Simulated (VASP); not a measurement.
# In2O3 (R-3c) in VASP: single point with r2SCAN

Aim: the single point of In2O3 with r2SCAN.

All numbers are computed with VASP 6.6.1; they aren't measurements. Logs are shortened: lines on timing, memory, paths and dates and some standing lists are left out, and cuts for length are marked.

## 1. The cell of the first run

It takes space group R-3c (No. 167, trigonal). Conventional cell: a = 5.314 Å, b = 5.314 Å, c = 13.095 Å, α = 90.00°, β = 90.00°, γ = 120.00°. Within 2.7 Å of In (site symmetry 3) lie 6 O at 2.01 to 2.15 Å. Within 2.9 Å of O (site symmetry 2) lie 4 In at 2.01 to 2.15 Å and 8 O at 2.68 to 2.89 Å.

## 2. Single point, r2SCAN

The input, POSCAR:

```
In2O3
1.0
    2.6569904221      1.5340141371      4.3650183394
   -2.6569904221      1.5340141371      4.3650183394
    0.0000000000     -3.0680282692      4.3650183412
In O
4 6
Direct
    0.3643410717      0.3643410717      0.3643410717
    0.1356589283      0.1356589283      0.1356589283
    0.6356589283      0.6356589283      0.6356589283
    0.8643410717      0.8643410717      0.8643410717
    0.5409097610      0.9590902390      0.2500000000
    0.2500000000      0.5409097610      0.9590902390
    0.9590902390      0.2500000000      0.5409097610
    0.4590902390      0.0409097610      0.7500000000
    0.7500000000      0.4590902390      0.0409097610
    0.0409097610      0.7500000000      0.4590902390
```

The input, INCAR.step1:

```
SYSTEM = In2O3
PREC = Accurate
ENCUT = 520
ISMEAR = 0
SIGMA = 0.01
LREAL = .FALSE.
LASPH = .TRUE.
NELM = 80
NBANDS = 55
GGA = PE
ALGO = Normal
EDIFF = 1E-4
LWAVE = .TRUE.
LCHARG = .FALSE.
```

The input, INCAR.step2:

```
SYSTEM = In2O3
PREC = Accurate
ENCUT = 520
EDIFF = 1E-6
ISMEAR = 0
SIGMA = 0.01
LREAL = .FALSE.
LASPH = .TRUE.
NELM = 80
ALGO = Normal
ISIF = 2
LWAVE = .FALSE.
LCHARG = .FALSE.
METAGGA = R2SCAN
LMIXTAU = .TRUE.
NBANDS = 55
ISTART = 1
```

The input, KPOINTS:

```
regular mesh
0
G
  5 5 5
  0 0 0
```

Potentials or basis: VASP PAW PBE potentials, release 64 (In_d, O).

The run is started by

```bash
$ cat potpaw_PBE.64/In_d/POTCAR potpaw_PBE.64/O/POTCAR > POTCAR
$ cp INCAR.step1 INCAR
$ mpirun -np 1 vasp_std > vasp.out
$ cp INCAR.step2 INCAR
$ mpirun -np 1 vasp_std > vasp.out
```

OUTCAR:

```text
SYSTEM = In2O3
   PREC = Accurate
   ENCUT = 520
   EDIFF = 1E-6
   ISMEAR = 0
   LREAL = .FALSE.
   LASPH = .TRUE.
   NELM = 80
   ISIF = 2
   METAGGA = R2SCAN
   ISTART = 1

 ion  position               nearest neighbor table
   1  0.364  0.364  0.364-   9 2.01  10 2.01   8 2.01   7 2.15   5 2.15   6 2.15   2 2.99   3 3.17
                             3 3.17   3 3.17   2 3.36   2 3.36   2 3.36   3 3.55   4 3.77   4 3.77
   2  0.136  0.136  0.136-  10 2.01   9 2.01   8 2.01   6 2.15   5 2.15   7 2.15   1 2.99   4 3.17
                             4 3.17   4 3.17   1 3.36   1 3.36   1 3.36   4 3.55   3 3.77   3 3.77
   3  0.636  0.636  0.636-   6 2.01   7 2.01   5 2.01  10 2.15   8 2.15   9 2.15   4 2.99   1 3.17
                             1 3.17   1 3.17   4 3.36   4 3.36   4 3.36   1 3.55   2 3.77   2 3.77
   4  0.864  0.864  0.864-   7 2.01   6 2.01   5 2.01   9 2.15   8 2.15  10 2.15   3 2.99   2 3.17
                             2 3.17   2 3.17   3 3.36   3 3.36   3 3.36   2 3.55   1 3.77   1 3.77
   5  0.541  0.959  0.250-   3 2.01   4 2.01   1 2.15   2 2.15
   6  0.250  0.541  0.959-   3 2.01   4 2.01   2 2.15   1 2.15
   7  0.959  0.250  0.541-   4 2.01   3 2.01   1 2.15   2 2.15
   8  0.459  0.041  0.750-   1 2.01   2 2.01   3 2.15   4 2.15
   9  0.750  0.459  0.041-   1 2.01   2 2.01   4 2.15   3 2.15
  10  0.041  0.750  0.459-   2 2.01   1 2.01   3 2.15   4 2.15

  LATTYP: Found a trigonal (rhomboedric) cell.
 ALAT       =     5.3353708943
 COS(alpha) =     0.5040010663

  Lattice vectors:

 A1 = (   2.6569904221,   1.5340141371,   4.3650183394)
 A2 = (  -2.6569904221,   1.5340141371,   4.3650183394)
 A3 = (   0.0000000000,  -3.0680282692,   4.3650183412)

Analysis of symmetry for initial positions (statically):
=====================================================================
 Subroutine PRICEL returns:
 Original cell was already a primitive cell.

 Routine SETGRP: Setting up the symmetry group for a
 trigonal (rhombohedral) supercell.

 Subroutine GETGRP returns: Found 12 space group operations
 (whereof  6 operations were pure point group operations)
 out of a pool of 12 trial point group operations.

The static configuration has the point symmetry S_6 .
 The point group associated with its full space group is D_3d.

Analysis of symmetry for dynamics (positions and initial velocities):
=====================================================================
 Subroutine PRICEL returns:
 Original cell was already a primitive cell.

 Routine SETGRP: Setting up the symmetry group for a
 trigonal (rhombohedral) supercell.

 Subroutine GETGRP returns: Found 12 space group operations
 (whereof  6 operations were pure point group operations)
 out of a pool of 12 trial point group operations.

The dynamic configuration has the point symmetry S_6 .
 The point group associated with its full space group is D_3d.

 Subroutine INISYM returns: Found 12 space group operations
 (whereof  6 operations are pure point group operations),
 and found     1 'primitive' translations

----------------------------------------------------------------------------------------

                                     Primitive cell

  volume of cell :     106.7472

  direct lattice vectors                    reciprocal lattice vectors
     2.656990422  1.534014137  4.365018339     0.188182839  0.108647413  0.076364704
    -2.656990422  1.534014137  4.365018339    -0.188182839  0.108647413  0.076364704
     0.000000000 -3.068028269  4.365018341     0.000000000 -0.217294825  0.076364704

  length of vectors
     5.335370894  5.335370894  5.335370894     0.230322837  0.230322837  0.230322837

  position of ions in fractional coordinates (direct lattice)
     0.364341072  0.364341072  0.364341072
     0.135658928  0.135658928  0.135658928
     0.635658928  0.635658928  0.635658928
     0.864341072  0.864341072  0.864341072
     0.540909761  0.959090239  0.250000000
     0.250000000  0.540909761  0.959090239
     0.959090239  0.250000000  0.540909761
     0.459090239  0.040909761  0.750000000
     0.750000000  0.459090239  0.040909761
     0.040909761  0.750000000  0.459090239

  ion indices of the primitive-cell ions
   primitive index   ion index
                 1           1
                 2           2
                 3           3
                 4           4
                 5           5
                 6           6
                 7           7
                 8           8
                 9           9
                10          10

----------------------------------------------------------------------------------------

 KPOINTS: regular mesh

Automatic generation of k-mesh.
 Grid dimensions read from file:
 generate k-points for:    5    5    5

 Generating k-lattice:

  Cartesian coordinates                     Fractional coordinates (reciprocal lattice)
     0.037636568  0.021729483  0.015272941     0.200000000 -0.000000000 -0.000000000
    -0.037636568  0.021729483  0.015272941    -0.000000000  0.200000000 -0.000000000
     0.000000000 -0.043458965  0.015272941    -0.000000000 -0.000000000  0.200000000

  Length of vectors
     0.046064567  0.046064567  0.046064567

  Shift w.r.t. Gamma in fractional coordinates (k-lattice)
     0.000000000  0.000000000  0.000000000

 Subroutine IBZKPT returns following result:
 ===========================================

 Found     19 irreducible k-points:

 Following reciprocal coordinates:
            Coordinates               Weight
  0.000000  0.000000  0.000000      1.000000
  0.200000 -0.000000 -0.000000      6.000000
  0.400000 -0.000000  0.000000      6.000000
  0.200000  0.200000 -0.000000      6.000000
  0.400000  0.200000  0.000000     12.000000
 -0.400000  0.200000  0.000000     12.000000
[... 11 lines left out ...]
  0.400000  0.400000  0.400000      2.000000
 -0.400000  0.400000  0.400000      6.000000
   k-points           NKPTS =     19   k-points in BZ     NKDIM =     19   number of bands    NBANDS=     55
   number of dos      NEDOS =    301   number of ions     NIONS =     10
   total plane-waves  NPLWV =  64000
   dimension x,y,z NGX =    40 NGY =   40 NGZ =   40
   dimension x,y,z NGXF=    80 NGYF=   80 NGZF=   80
   ions per type =               4   6
   NGX,Y,Z   is equivalent  to a cutoff of  12.46, 12.46, 12.46 a.u.
   NGXF,Y,Z  is equivalent  to a cutoff of  24.93, 24.93, 24.93 a.u.
 SYSTEM =  In2O3
   PREC   = accura    normal or accurate (medium, high low for compatibility)
   ISTART =      1    job   : 0-new  1-cont  2-samecut
   ICHARG =      0    charge: 1-file 2-atom 10-const
   ISPIN  =      1    spin polarized calculation?
   LNONCOLLINEAR =      F non collinear calculations
   LSORBIT =      F    spin-orbit coupling
   LASPH  =      T    aspherical Exc in radial PAW
   ENCUT  =  520.0 eV  38.22 Ry    6.18 a.u.   9.92  9.92  9.92*2*pi/ulx,y,z
   NELM   =     80;   NELMIN=  2; NELMDL=  0     # of ELM steps
   EDIFF  = 0.1E-05   stopping-criterion for ELM
   LREAL  =      F    real-space projection
   EDIFFG = 0.1E-04   stopping-criterion for IOM
   NSW    =      0    number of steps for IOM
   IBRION =     -1    ionic relax: 0-MD 1-quasi-New 2-CG
   NFREE  =      0    steps in history (QN), initial steepest desc. (CG)
   ISIF   =      2    stress and relaxation
   ISYM   =      2    0-nonsym 1-usesym 2-fastsym
   POTIM  = 0.5000    time-step for ionic-motion
   TEBEG  =    0.0;   TEEND  =   0.0 temperature during run
   PSTRESS=    0.0 pullay stress
   NELECT =      88.0000    total number of electrons
   NUPDOWN=      -1.0000    fix difference up-down
   EMIN   =  10.00;   EMAX   =-10.00  energy-range for DOS
   EFERMI =   0.00;   METHOD = LEGACY
   ISMEAR =     0;   SIGMA  =   0.01  broadening in eV -4-tet -1-fermi 0-gaus
   EFERMI_NEDOS =   21; number of points for ismear=-14 and -15
   IALGO  =     38    algorithm
   IMIX   =      4    mixing-type and parameters
     AMIX     =   0.40;   BMIX     =  1.00
     AMIX_MAG =   1.60;   BMIX_MAG =  1.00
  volume/ion in A,a.u.               =      10.67        72.04
  Fermi-wavevector in a.u.,A,eV,Ry     =   1.535030  2.900786 32.059635  2.356317
  Thomas-Fermi vector in A             =   2.641875
   LORBIT       =      0    0 simple, 1 ext, 2 COOP (PROOUT), +10 PAW based schemes
   METAGGA = R2SCAN    functional components
   LHFCALC =     F    Hartree Fock is set to
   AEXX    =    0.0000 exact exchange contribution
   IVDW    =     0    specifies the selected vdW correction
   LEPSILON=     F    determine dielectric tensor
   LRPA    =     F    only Hartree local field effects (RPA)
 non-spin polarized calculation
 Gauss-broadening in eV      SIGMA  =   0.01
  energy-cutoff  :      520.00
  volume of cell :      106.75
 maximum number of plane-waves:      2882
   NGX = 19   NGY = 19   NGZ = 19

 number of electron      88.0000015 magnetization

 Free energy of the ion-electron system (eV)
  ---------------------------------------------------
  ext. energy  EPLUGINS =         0.00000000
  ---------------------------------------------------
  free energy    TOTEN  =      -141.84636013 eV

  energy without entropy =     -141.84636013  energy(sigma->0) =     -141.84636013

 E-fermi :   7.6693     XC(G=0): -12.9804

 val. band max:        7.5633811265   @ k =   0.0000   0.0000   0.0000
 cond. band min:      10.2925926241   @ k =   0.0000   0.0000   0.0000
 fundamental gap:      2.7292114975
 Fermi energy:         7.6693108470

 k-point     1 :       0.0000    0.0000    0.0000
  band No.  band energies     occupation
      1     -12.2780      2.00000
      2     -10.9817      2.00000
      3     -10.9817      2.00000
      4     -10.7837      2.00000
      5     -10.7837      2.00000
      6     -10.5451      2.00000
[... 47 lines left out ...]
     54      19.9290      0.00000
[... 1043 lines left out ...]
     54      19.6796      0.00000
     55      21.3826      0.00000

------------------------ aborting loop because EDIFF is reached ----------------------------------------

  FORCE on cell =-STRESS in cart. coord.  units (eV):
  Direction    XX          YY          ZZ          XY          YZ          ZX
  --------------------------------------------------------------------------------------
  -------------------------------------------------------------------------------------
  Total       30.3317527     30.3317527     28.7763058      0.0000000     -0.0000000      0.0000000
  in kB      455.2515313    455.2515313    431.9057139      0.0000000     -0.0000000      0.0000000
  external PRESSURE =     447.4695922 kB  Pullay stress =       0.0000000 kB

 VOLUME and BASIS-vectors are now :
 -----------------------------------------------------------------------------
  energy-cutoff  :      520.00
  volume of cell :      106.75
      direct lattice vectors                 reciprocal lattice vectors
     2.656990422  1.534014137  4.365018339     0.188182839  0.108647413  0.076364704
    -2.656990422  1.534014137  4.365018339    -0.188182839  0.108647413  0.076364704
     0.000000000 -3.068028269  4.365018341     0.000000000 -0.217294825  0.076364704

 POSITION                                       TOTAL-FORCE (eV/Angst)
 -----------------------------------------------------------------------------------
      0.00000      0.00000      4.77107         0.000000      0.000000      0.045583
      0.00000      0.00000      1.77646         0.000000     -0.000000     -0.045583
      0.00000      0.00000      8.32399         0.000000     -0.000000     -0.045583
      0.00000      0.00000     11.31859         0.000000      0.000000      0.045583
     -1.11110      1.53401      7.63878         0.012736     -0.000000     -0.000000
     -0.77294     -1.72925      7.63878        -0.006368      0.011029     -0.000000
      1.88405      0.19524      7.63878        -0.006368     -0.011029      0.000000
      1.11110     -1.53401      5.45627        -0.012736     -0.000000      0.000000
      0.77294      1.72925      5.45627         0.006368     -0.011029      0.000000
     -1.88405     -0.19524      5.45627         0.006368      0.011029     -0.000000
 -----------------------------------------------------------------------------------
    total drift:                               -0.000000      0.000000     -0.000000

  FREE ENERGIE OF THE ION-ELECTRON SYSTEM (eV)
  ---------------------------------------------------
  free  energy   TOTEN  =      -141.8463601285 eV

  energy  without entropy=     -141.8463601285  energy(sigma->0) =     -141.84636013
```

It took 15 min on 1 thread of Intel Xeon 8259CL, shared host; peak memory 0.3 GiB.

What came out:

| Property | Result |
| --- | --- |
| Free energy | -141.8464 eV |
| Pressure | 44.7 GPa |
| Largest force | 0.046 eV/Å |
| Band gap on the k mesh | 2.73 eV |

Forces on the atoms (eV/Å):
```
In   0.000  0.000  0.046
In   0.000  0.000 -0.046
In   0.000  0.000 -0.046
In   0.000  0.000  0.046
O    0.013  0.000  0.000
O   -0.006  0.011  0.000
O   -0.006 -0.011  0.000
O   -0.013  0.000  0.000
O    0.006 -0.011  0.000
O    0.006  0.011  0.000
```

Caveat: the cell stands under pressure; the PAW data sets were made with another functional, which shifts forces and pressure a little; spin-orbit coupling is left out, which moves the levels of the heavy elements.
